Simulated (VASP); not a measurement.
# WSe2 in VASP: a series of runs, part 2 of 2

VASP 6.6.1.

### Step 5. Single point, PBE+D3(BJ)

Input file INCAR:

```
SYSTEM = WSe2
PREC     = Accurate       ! precision mode
ENCUT    = 520            ! plane-wave cutoff, eV
EDIFF    = 1E-6           ! SCF threshold, eV
ISMEAR   = 0              ! smearing method
SIGMA    = 0.05           ! smearing width, eV
LREAL    = .False.        ! projectors in reciprocal space
LASPH    = .True.         ! aspherical terms in the spheres
NELM     = 60             ! most SCF steps
ALGO     = Normal         ! electronic algorithm
ISIF     = 2              ! what is computed and relaxed
LWAVE    = .False.        ! write WAVECAR
LCHARG   = .False.        ! write CHGCAR
LDIPOL   = .True.       
IDIPOL   = 3            
DIPOL    = 0.5 0.5 0.500
GGA      = PE             ! functional
IVDW     = 12             ! dispersion correction
NBANDS   = 20             ! bands
```

Input file KPOINTS:

```
regular mesh
0
Gamma
  30 30 1
  0 0 0
```

Input file POSCAR:

```
WSe2
1.0
    3.2853510115      0.0000000029      0.0000000000
   -1.6426755082      2.8451974348      0.0000000000
    0.0000000000      0.0000000000     20.3698627617
Se W
2 1
Direct
    0.3333333333      0.6666666667      0.4172831255
    0.3333333333      0.6666666667      0.5827168745
    0.6666666667      0.3333333333      0.4999999365
```

Potentials or basis: VASP PAW PBE potentials, release 64 (Se, W_sv).

Command:

```sh
cat potpaw_PBE.64/Se/POTCAR potpaw_PBE.64/W_sv/POTCAR > POTCAR
mpirun -np 1 vasp_std > vasp.out
```

OUTCAR:

```text
SYSTEM = WSe2
   PREC = Accurate
   ENCUT = 520
   EDIFF = 1E-6
   ISMEAR = 0
   LREAL = .False.
   LASPH = .True.
   NELM = 60
   ISIF = 2
   GGA = PE
   IVDW = 12
 IVDW          = 12

 ion  position               nearest neighbor table
   1  0.333  0.667  0.417-   3 2.54   3 2.54   3 2.54
   2  0.333  0.667  0.583-   3 2.54   3 2.54   3 2.54
   3  0.667  0.333  0.500-   1 2.54   1 2.54   1 2.54   2 2.54   2 2.54   2 2.54

  LATTYP: Found a hexagonal cell.
 ALAT       =     3.2853510115
 C/A-ratio  =     6.2002089550

  Lattice vectors:

 A1 = (   3.2853510115,   0.0000000029,   0.0000000000)
 A2 = (  -1.6426755082,   2.8451974348,   0.0000000000)
 A3 = (   0.0000000000,   0.0000000000,  20.3698627617)

Analysis of symmetry for initial positions (statically):
=====================================================================
 Subroutine PRICEL returns:
 Original cell was already a primitive cell.

 Routine SETGRP: Setting up the symmetry group for a
 hexagonal supercell.

 Subroutine GETGRP returns: Found 12 space group operations
 (whereof 12 operations were pure point group operations)
 out of a pool of 24 trial point group operations.

The static configuration has the point symmetry D_3h.

Analysis of symmetry for dynamics (positions and initial velocities):
=====================================================================
 Subroutine PRICEL returns:
 Original cell was already a primitive cell.

 Routine SETGRP: Setting up the symmetry group for a
 hexagonal supercell.

 Subroutine GETGRP returns: Found 12 space group operations
 (whereof 12 operations were pure point group operations)
 out of a pool of 24 trial point group operations.

The dynamic configuration has the point symmetry D_3h.

 Subroutine INISYM returns: Found 12 space group operations
 (whereof 12 operations are pure point group operations),
 and found     1 'primitive' translations

----------------------------------------------------------------------------------------

                                     Primitive cell

  volume of cell :     190.4067

  direct lattice vectors                    reciprocal lattice vectors
     3.285351011  0.000000003  0.000000000     0.304381479  0.175734729  0.000000000
    -1.642675508  2.845197435  0.000000000    -0.000000000  0.351469458  0.000000000
     0.000000000  0.000000000 20.369862762     0.000000000  0.000000000  0.049092132

  length of vectors
     3.285351011  3.285351011 20.369862762     0.351469458  0.351469458  0.049092132

  position of ions in fractional coordinates (direct lattice)
     0.333333333  0.666666667  0.417283125
     0.333333333  0.666666667  0.582716875
     0.666666667  0.333333333  0.499999936

  ion indices of the primitive-cell ions
   primitive index   ion index
                 1           1
                 2           2
                 3           3

----------------------------------------------------------------------------------------

 KPOINTS: regular mesh

Automatic generation of k-mesh.
 Grid dimensions read from file:
 generate k-points for:   30   30    1

 Generating k-lattice:

  Cartesian coordinates                     Fractional coordinates (reciprocal lattice)
     0.010146049  0.005857824  0.000000000     0.033333333  0.000000000  0.000000000
    -0.000000000  0.011715649  0.000000000     0.000000000  0.033333333  0.000000000
     0.000000000  0.000000000  0.049092132     0.000000000  0.000000000  1.000000000

  Length of vectors
     0.011715649  0.011715649  0.049092132

  Shift w.r.t. Gamma in fractional coordinates (k-lattice)
     0.000000000  0.000000000  0.000000000

 Subroutine IBZKPT returns following result:
 ===========================================

 Found     91 irreducible k-points:

 Following reciprocal coordinates:
            Coordinates               Weight
  0.000000  0.000000  0.000000      1.000000
  0.033333  0.000000  0.000000      6.000000
  0.066667 -0.000000  0.000000      6.000000
  0.100000 -0.000000  0.000000      6.000000
  0.133333 -0.000000  0.000000      6.000000
  0.166667  0.000000  0.000000      6.000000
[... 16 lines left out ...]
  0.233333  0.033333  0.000000     12.000000
  0.266667  0.033333  0.000000     12.000000
 [... further k-points ...]
   k-points           NKPTS =     91   k-points in BZ     NKDIM =     91   number of bands    NBANDS=     20
   number of dos      NEDOS =    301   number of ions     NIONS =      3
   total plane-waves  NPLWV =  92160
   dimension x,y,z NGX =    24 NGY =   24 NGZ =  160
   dimension x,y,z NGXF=    48 NGYF=   48 NGZF=  320
   ions per type =               2   1
   NGX,Y,Z   is equivalent  to a cutoff of  12.14, 12.14, 13.06 a.u.
   NGXF,Y,Z  is equivalent  to a cutoff of  24.29, 24.29, 26.12 a.u.
 SYSTEM =  WSe2
   PREC   = accura    normal or accurate (medium, high low for compatibility)
   ISTART =      0    job   : 0-new  1-cont  2-samecut
   ICHARG =      2    charge: 1-file 2-atom 10-const
   ISPIN  =      1    spin polarized calculation?
   LNONCOLLINEAR =      F non collinear calculations
   LSORBIT =      F    spin-orbit coupling
   LASPH  =      T    aspherical Exc in radial PAW
   ENCUT  =  520.0 eV  38.22 Ry    6.18 a.u.   6.11  6.11 37.87*2*pi/ulx,y,z
   NELM   =     60;   NELMIN=  2; NELMDL= -5     # of ELM steps
   EDIFF  = 0.1E-05   stopping-criterion for ELM
   LREAL  =      F    real-space projection
   EDIFFG = 0.1E-04   stopping-criterion for IOM
   NSW    =      0    number of steps for IOM
   IBRION =     -1    ionic relax: 0-MD 1-quasi-New 2-CG
   NFREE  =      0    steps in history (QN), initial steepest desc. (CG)
   ISIF   =      2    stress and relaxation
   ISYM   =      2    0-nonsym 1-usesym 2-fastsym
   POTIM  = 0.5000    time-step for ionic-motion
   TEBEG  =    0.0;   TEEND  =   0.0 temperature during run
   PSTRESS=    0.0 pullay stress
   NELECT =      26.0000    total number of electrons
   NUPDOWN=      -1.0000    fix difference up-down
   EMIN   =  10.00;   EMAX   =-10.00  energy-range for DOS
   EFERMI =   0.00;   METHOD = LEGACY
   ISMEAR =     0;   SIGMA  =   0.05  broadening in eV -4-tet -1-fermi 0-gaus
   EFERMI_NEDOS =   21; number of points for ismear=-14 and -15
   IALGO  =     38    algorithm
   IMIX   =      4    mixing-type and parameters
     AMIX     =   0.40;   BMIX     =  1.00
     AMIX_MAG =   1.60;   BMIX_MAG =  1.00
  volume/ion in A,a.u.               =      63.47       428.31
  Fermi-wavevector in a.u.,A,eV,Ry     =   0.843021  1.593079  9.669454  0.710685
  Thomas-Fermi vector in A             =   1.957822
   LORBIT       =      0    0 simple, 1 ext, 2 COOP (PROOUT), +10 PAW based schemes
   GGA     = PE    functional components
   LHFCALC =     F    Hartree Fock is set to
   AEXX    =    0.0000 exact exchange contribution
   IVDW    =    12    specifies the selected vdW correction
   LEPSILON=     F    determine dielectric tensor
   LRPA    =     F    only Hartree local field effects (RPA)
 non-spin polarized calculation
 Gauss-broadening in eV      SIGMA  =   0.05
  energy-cutoff  :      520.00
  volume of cell :      190.41
 maximum number of plane-waves:      5178
   NGX = 13   NGY = 13   NGZ = 75

 number of electron      25.9999996 magnetization

 dipolmoment           0.000000      0.000000      0.000013 electrons x Angstroem

 Free energy of the ion-electron system (eV)
  ---------------------------------------------------
  ext. energy  EPLUGINS =         0.00000000
  ---------------------------------------------------
  free energy    TOTEN  =       -21.61137290 eV

  energy without entropy =      -21.61137290  energy(sigma->0) =      -21.61137290

 E-fermi :  -1.1573     XC(G=0):  -3.9537

 val. band max:       -1.5382739458   @ k =   0.3333   0.3333   0.0000
 cond. band min:       0.1146894795   @ k =   0.1667   0.1667   0.0000
 fundamental gap:      1.6529634253
 Fermi energy:        -1.1573353179

 k-point     1 :       0.0000    0.0000    0.0000
  band No.  band energies     occupation
      1     -75.5782      2.00000
      2     -39.8231      2.00000
      3     -39.6896      2.00000
      4     -39.6896      2.00000
      5     -16.3475      2.00000
      6     -15.1055      2.00000
[... 541 lines left out ...]
     19       4.6349      0.00000
     20       5.1599      0.00000

 [... further k-points ...]

------------------------ aborting loop because EDIFF is reached ----------------------------------------

 vacuum level on the upper side and lower side of the slab       (xc-potential included)        -0.118        -0.118

 Edisp (eV)   -1.01309

 E8    (eV) :    -0.4807

  FORCE on cell =-STRESS in cart. coord.  units (eV):
  Direction    XX          YY          ZZ          XY          YZ          ZX
  --------------------------------------------------------------------------------------
  -------------------------------------------------------------------------------------
  Total       0.09919     0.09919     0.12917     0.00000    -0.00000     0.00000
  in kB       0.83467     0.83467     1.08690     0.00000    -0.00000     0.00000
  external pressure =        0.92 kB  Pullay stress =        0.00 kB

 VOLUME and BASIS-vectors are now :
 -----------------------------------------------------------------------------
  energy-cutoff  :      520.00
  volume of cell :      190.41
      direct lattice vectors                 reciprocal lattice vectors
     3.285351011  0.000000003  0.000000000     0.304381479  0.175734729  0.000000000
    -1.642675508  2.845197435  0.000000000    -0.000000000  0.351469458  0.000000000
     0.000000000  0.000000000 20.369862762     0.000000000  0.000000000  0.049092132

 POSITION                                       TOTAL-FORCE (eV/Angst)
 -----------------------------------------------------------------------------------
     -0.00000      1.89680      8.50000        -0.000000      0.000000     -0.043824
     -0.00000      1.89680     11.86986        -0.000000     -0.000000      0.043824
      1.64268      0.94840     10.18493         0.000000     -0.000000      0.000000
 -----------------------------------------------------------------------------------
    total drift:                               -0.000000      0.000000      0.002920

  FREE ENERGIE OF THE ION-ELECTRON SYSTEM (eV)
  ---------------------------------------------------
  free  energy   TOTEN  =       -22.6244625860 eV

  energy  without entropy=      -22.6244625860  energy(sigma->0) =      -22.62446259

 vacuum level on the upper side and lower side of the slab         3.448         3.448
```

It took 5.9 min on 1 thread of Intel Xeon Platinum 8488C (Sapphire Rapids), shared host; peak memory 0.53 GiB.

What came out:

```yaml
Free_energy: -22.6245 eV
Largest_force: 0.044 eV/Å
Band_gap_on_the_k_mesh: 1.65 eV (least direct gap 1.67 eV)
Dispersion_energy_per_atom: -0.338 eV
```

Forces on the atoms (eV/Å):
```
Se   0.000  0.000 -0.044
Se   0.000  0.000  0.044
W    0.000  0.000  0.000
```

Levels at points of the mesh, in eV from the valence-band top:
| k point | band 9 | band 10 | band 11 | band 12 | band 13 | band 14 | band 15 | band 16 | band 17 | band 18 |
| --- | --- | --- | --- | --- | --- | --- | --- | --- | --- | --- |
| (0.00, 0.00, 0.00) | -2.30 | -2.26 | -1.17 | -1.17 | -0.42 | 2.99 | 2.99 | 3.15 | 3.15 | 4.26 |
| (0.50, 0.00, 0.00) | -4.20 | -2.96 | -2.21 | -1.02 | -0.87 | 2.48 | 2.80 | 3.71 | 4.41 | 4.42 |

Caveat: spin-orbit coupling is left out, which moves the levels of the heavy elements.

### Step 6. Relaxation of the atoms, PBE+D3(BJ)

Input file INCAR:

```
ALGO = Normal ; DIPOL = 0.5 0.5 0.500
EDIFF = 1E-7 ; EDIFFG = -0.04
ENCUT = 520 ; GGA = PE
IBRION = 2 ; IDIPOL = 3
ISIF = 2 ; ISMEAR = 0
IVDW = 12 ; LASPH = T
LCHARG = F ; LDIPOL = T
LREAL = F ; LWAVE = F
NELM = 60 ; NSW = 60
PREC = Accurate ; SIGMA = 0.05
```

Input file KPOINTS:

```
k-points
0
Gamma
  9 9 1
```

POSCAR is that of step 5.

Potentials or basis: VASP PAW PBE potentials, release 64 (Se, W_sv).

Command:

```sh
cat potpaw_PBE.64/Se/POTCAR potpaw_PBE.64/W_sv/POTCAR > POTCAR
mpirun -np 1 vasp_std > vasp.out
```

OUTCAR:

```text
EDIFF = 1E-7
   EDIFFG = -0.04
   ENCUT = 520
   GGA = PE
   IBRION = 2
   ISIF = 2
   ISMEAR = 0
   IVDW = 12
   LASPH = T
   LREAL = F
   NELM = 60
   NSW = 60
   PREC = Accurate
 IVDW          = 12

 ion  position               nearest neighbor table
   1  0.333  0.667  0.417-   3 2.54   3 2.54   3 2.54
   2  0.333  0.667  0.583-   3 2.54   3 2.54   3 2.54
   3  0.667  0.333  0.500-   1 2.54   1 2.54   1 2.54   2 2.54   2 2.54   2 2.54

  LATTYP: Found a hexagonal cell.
[... 482 lines left out ...]
  Direction    XX          YY          ZZ          XY          YZ          ZX
  --------------------------------------------------------------------------------------
  -------------------------------------------------------------------------------------
  Total       0.05324     0.05324     0.00597     0.00000     0.00000     0.00000
  in kB       0.44797     0.44797     0.05022     0.00000     0.00000     0.00000
  external pressure =        0.32 kB  Pullay stress =        0.00 kB

 VOLUME and BASIS-vectors are now :
 -----------------------------------------------------------------------------
  energy-cutoff  :      520.00
  volume of cell :      190.41
      direct lattice vectors                 reciprocal lattice vectors
     3.285351011  0.000000003  0.000000000     0.304381479  0.175734729  0.000000000
    -1.642675508  2.845197435  0.000000000    -0.000000000  0.351469458  0.000000000
     0.000000000  0.000000000 20.369862762     0.000000000  0.000000000  0.049092132

 POSITION                                       TOTAL-FORCE (eV/Angst)
 -----------------------------------------------------------------------------------
     -0.00000      1.89680      8.49787         0.000000      0.000000     -0.006919
     -0.00000      1.89680     11.87200         0.000000      0.000000      0.006919
      1.64268      0.94840     10.18493        -0.000000     -0.000000      0.000000
 -----------------------------------------------------------------------------------
    total drift:                               -0.000000      0.000000      0.002920

  FREE ENERGIE OF THE ION-ELECTRON SYSTEM (eV)
  ---------------------------------------------------
  free  energy   TOTEN  =       -22.6244129522 eV

  energy  without entropy=      -22.6244129522  energy(sigma->0) =      -22.62441295

 reached required accuracy - stopping structural energy minimisation

 vacuum level on the upper side and lower side of the slab         3.512         3.511
```

Run time: 70 s. Hardware: 1 thread of Intel Xeon Platinum 8488C (Sapphire Rapids), shared host; peak memory 0.32 GiB.

What came out:

- Free energy: -22.6244 eV
- Energy gained by relaxing: 0.0 meV/atom
- Ionic steps: 2
- Largest force after relaxing: 0.007 eV/Å
- Band gap on the k mesh: 1.67 eV
- Dispersion energy per atom: -0.338 eV

Forces in eV/Å, atoms in the order of the input:
```
Se   0.000  0.000 -0.007
Se   0.000  0.000  0.007
W    0.000  0.000  0.000
```

The path:
| step | energy change (eV) | largest force (eV/Å) | pressure (GPa) |
| --- | --- | --- | --- |
| 1 | 0.0000 | 0.0442 | 0.09 |
| 2 | -0.0001 | 0.0069 | 0.03 |

Final structure:
```cif
data_structure
_symmetry_space_group_name_H-M 'P 1'
_symmetry_Int_Tables_number 1
_cell_length_a 3.2854
_cell_length_b 3.2854
_cell_length_c 20.3699
_cell_angle_alpha 90.000
_cell_angle_beta 90.000
_cell_angle_gamma 120.000
_cell_volume 190.41
loop_
_atom_site_label
_atom_site_type_symbol
_atom_site_fract_x
_atom_site_fract_y
_atom_site_fract_z
_atom_site_occupancy
Se1 Se 0.33333 0.66667 0.41718 1
Se2 Se 0.33333 0.66667 0.58282 1
W1 W 0.66667 0.33333 0.50000 1
```

Caveat: spin-orbit coupling is left out, which moves the levels of the heavy elements.

### Step 7. Summary

| task | cell | k mesh | gap on the mesh (eV) | largest force (eV/Å) |
| --- | --- | --- | --- | --- |
| single point | a = 3.285, b = 3.285, c = 20.370 Å, angles 90.0, 90.0, 120.0°, 3 atoms | 9 × 9 × 1 | 1.67 | 0.04 |
| single point | a = 3.285, b = 3.285, c = 20.346 Å, angles 90.0, 90.0, 120.0°, 3 atoms | 12 × 12 × 1 | 1.65 | 0.04 |
| single point | a = 3.290, b = 3.290, c = 20.346 Å, angles 90.0, 90.0, 120.0°, 3 atoms | 12 × 12 × 1 | 1.63 | 0.22 |
| single point | a = 3.285, b = 3.285, c = 20.370 Å, angles 90.0, 90.0, 120.0°, 3 atoms | 30 × 30 × 1 | 1.65 | 0.04 |
| relaxation of the atoms | atoms relaxed from a = 3.285, b = 3.285, c = 20.370 Å, angles 90.0, 90.0, 120.0°, 3 atoms | 9 × 9 × 1 | 1.67 | 0.01 |

Alike in all rows: level PBE+D3(BJ); potentials or basis VASP PAW PBE potentials, release 64 (Se, W_sv); no spin polarisation; cutoff (eV) 520; smearing gaussian 0.05 eV.

Caveats: spin-orbit coupling is left out, which moves the levels of the heavy elements.

Total energies depend on the potentials used, so only differences within one code and one set of settings carry meaning.
